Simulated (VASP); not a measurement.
A run of VASP 6.6.1 is set up as follows.

The input INCAR:

```
PREC     = Accurate       # precision mode
ENCUT    = 520            # plane-wave cutoff, eV
EDIFF    = 1E-7           # SCF threshold, eV
ISMEAR   = -1             # smearing method
SIGMA    = 0.05           # smearing width, eV
LREAL    = Auto         
LASPH    = True           # aspherical terms in the spheres
NELM     = 80             # most SCF steps
ALGO     = Normal         # electronic algorithm
ISIF     = 2              # what is computed and relaxed
LWAVE    = False          # write WAVECAR
LCHARG   = False          # write CHGCAR
GGA      = PS             # functional
NBANDS   = 55             # bands
```

KPOINTS

```
Automatic mesh
0
Gamma
  1 1 1
```

File POSCAR:

```
H17O8F
1.0
    7.0886680000      0.0000000000      0.0000000000
    0.0000000000      7.0886680000      0.0000000000
    0.0000000000      0.0000000000      7.0886680000
O H F
8 17 1
Direct
    0.8770053838      0.6774474415      0.9276213811
    0.3100864648      0.7358787293      0.4198955290
    0.2356437063      0.2233423825      0.7718516370
    0.6727780170      0.8377314328      0.2218893592
    0.1001034327      0.0543825723      0.4387425113
    0.5722231596      0.1088215727     -0.0489795826
    0.0596727058      0.0533245456      0.0654001570
    0.7713014631      0.9305415347      0.6193829363
    0.8365605499      0.7815290545      0.8403694460
    1.0101192495      0.6575988606      0.9021158841
    0.4367393141      0.7506628890      0.3758816184
    0.2396077796      0.8719832837      0.4172575158
    0.2585817251      0.3618310238      0.7573778318
    0.2093623231      0.1765070673      0.6445780787
    0.6345620926      0.9491063765      0.1468682128
    0.7325212579      0.7427488493      0.1374729357
    0.0781811195      0.0691667320      0.3023558164
   -0.0191996578      0.0168437850      0.4976111168
    0.6441407610      0.2204927639     -0.0196087615
    0.4533573867      0.1482507010     -0.1091037131
    0.1218846757      0.1289240800     -0.0489513686
    0.0055722739     -0.0721574208      0.0274099450
    0.6751197827      1.0259473289      0.6492757172
    0.7105143025      0.8698672303      0.5132416979
    0.2815338509      0.6276214375      0.5780493599
    0.2436847092      0.5705726379      0.7121648242
```

Potentials or basis: VASP PAW PBE potentials, release 64 (O, H, F).

The run is started by

```bash
$ cat potpaw_PBE.64/O/POTCAR potpaw_PBE.64/H/POTCAR potpaw_PBE.64/F/POTCAR > POTCAR
$ mpirun -np 1 vasp_gam > vasp.out
```

Question: What does it give for the band gap on the k mesh?

Answer: 4.64 eV.

Question: Estimate the pressure.

Answer: -1.2 GPa.

Stress tensor (GPa, compression positive):
```
-0.51  0.43  0.34
 0.43 -1.81  1.05
 0.34  1.05 -1.35
```

Caveat: the k points lie up to 0.89 Å⁻¹ apart; the PAW data sets were made with another functional, which shifts forces and pressure a little.
